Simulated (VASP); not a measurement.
Here is a VASP 6.6.1 calculation.

File INCAR:

```
SYSTEM = SrTiO3
  PREC = Accurate
  ENCUT = 600
  EDIFF = 1E-6
  ISMEAR = 0
  SIGMA = 0.02
  LREAL = .False.
  LASPH = .True.
  NELM = 120
  ALGO = Normal
  ISIF = 2
  LWAVE = .False.
  LCHARG = .False.
  GGA = PS
  NBANDS = 28
  GGA_COMPAT = .False.
```

File KPOINTS:

```
regular mesh
0
Gamma
  8 8 8
  0 0 0
```

POSCAR

```
SrTiO3
1.0
    3.9674363039      0.0000000000      0.0000000000
    0.0000000000      3.9674363039      0.0000000000
    0.0000000000      0.0000000000      3.9674363039
Sr Ti O
1 1 3
Direct
    0.5000000000      0.5000000000      0.5000000000
    0.0000000000      0.0000000000      0.0000000000
    0.5000000000      0.0000000000      0.0000000000
    0.0000000000      0.5000000000      0.0000000000
    0.0000000000      0.0000000000      0.5000000000
```

Potentials or basis: VASP PAW PBE potentials, release 64 (Sr_sv, Ti_sv, O).

Run with:

```console
$ cat potpaw_PBE.64/Sr_sv/POTCAR potpaw_PBE.64/Ti_sv/POTCAR potpaw_PBE.64/O/POTCAR > POTCAR
$ mpirun -np 1 vasp_std > vasp.out
```

Q: Estimate the band gap on the k mesh.

A: 1.72 eV (least direct gap 2.10 eV).

Q: Estimate the pressure.

A: -9.0 GPa.

Caveat: the cell stands under tension; the PAW data sets were made with another functional, which shifts forces and pressure a little. A k mesh can miss the band edges.
